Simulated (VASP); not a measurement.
A run of VASP 6.6.1 is set up as follows.

INCAR

```
PREC     = Accurate       # precision mode
ENCUT    = 750            # plane-wave cutoff, eV
EDIFF    = 1E-6           # SCF threshold, eV
ISMEAR   = 0              # smearing method
SIGMA    = 0.1            # smearing width, eV
LREAL    = F              # projectors in reciprocal space
LASPH    = T              # aspherical terms in the spheres
NELM     = 120            # most SCF steps
ALGO     = Normal         # electronic algorithm
ISIF     = 2              # what is computed and relaxed
LWAVE    = F              # write WAVECAR
LCHARG   = F              # write CHGCAR
GGA      = PE             # functional
NBANDS   = 28             # bands
GGA_COMPAT= F
```

Contents of KPOINTS:

```
regular mesh
0
Gamma
  6 6 6
```

File POSCAR:

```
Li3Ta2O
1.0
    4.6407309578      0.0000000025      0.0000000000
   -2.3203654810      4.0189909003      0.0000000000
    0.0000000000      0.0000000000      5.1961964002
Li Ta O
3 2 1
Direct
    0.0000000000      0.5000000000      0.0000000000
    0.5000000000      0.0000000000      0.0000000000
    0.5000000000      0.5000000000      0.0000000000
    0.3333333333      0.6666666667      0.5000000000
    0.6666666667      0.3333333333      0.5000000000
    0.0000000000      0.0000000000      0.5000000000
```

Potentials or basis: VASP PAW PBE potentials, release 64 (Li_sv, Ta_pv, O).

The run is started by

```sh
$ cat potpaw_PBE.64/Li_sv/POTCAR potpaw_PBE.64/Ta_pv/POTCAR potpaw_PBE.64/O/POTCAR > POTCAR
$ mpirun -np 1 vasp_std > vasp.out
```

(1) What does it give for the band gap on the k mesh?

(2) What does it give for the pressure?

Answers

(1) zero (an odd number of electrons rules out a gap without spin polarisation).

(2) 0.0 GPa.

Caveat: spin-orbit coupling is left out, which moves the levels of the heavy elements.
